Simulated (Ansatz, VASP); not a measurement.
One calculation of SrC3, two programs

```
CELL_PARAMETERS angstrom
4.70578 0.00000 0.00000
2.16613 4.37729 0.00000
-0.23356 -1.10392 2.71536
ATOMIC_POSITIONS crystal
Sr 0.11583 0.23175 0.44444
C 0.31807 0.75618 0.59884
C 0.76952 0.90802 0.40390
C 0.35690 0.47311 0.83801
```

Alike in both runs: task relaxation of cell and atoms; functional PBE; k mesh 4 × 4 × 6; occupations gaussian, width 0.1 eV; no spin polarisation.

|  | VASP | Ansatz |
| --- | --- | --- |
| version | VASP 6.6.1 | Ansatz 0.2.0 |
| potentials or method | VASP PAW PBE potentials, release 64 (Sr_sv, C), cutoff 600 eV | scalar-relativistic, plane waves, PAW |
| valence electrons in the cell | 22 | 22 |

VASP gave:

- gap on the k mesh at the Fermi level, each at its own relaxed structure (eV): none
- relaxed volume (Å³/atom): 11.06
- relaxed length of the cell vector where the two differ most in proportion (Å): 5.190

Q: Which values does Ansatz return?

A: gap on the k mesh at the Fermi level, each at its own relaxed structure (eV): none; relaxed volume (Å³/atom): 11.02; relaxed length of the cell vector where the two differ most in proportion (Å): 4.646.

A gap of «none» marks a metal or a gap that the smearing closes. One of these differences is far larger than is usual between the two programs; its cause wasn't traced.

The k mesh is coarse, so the values compare programs but aren't converged. Noted on VASP's run: the volume moved by over 15 % at a fixed basis, so the end points are rough.
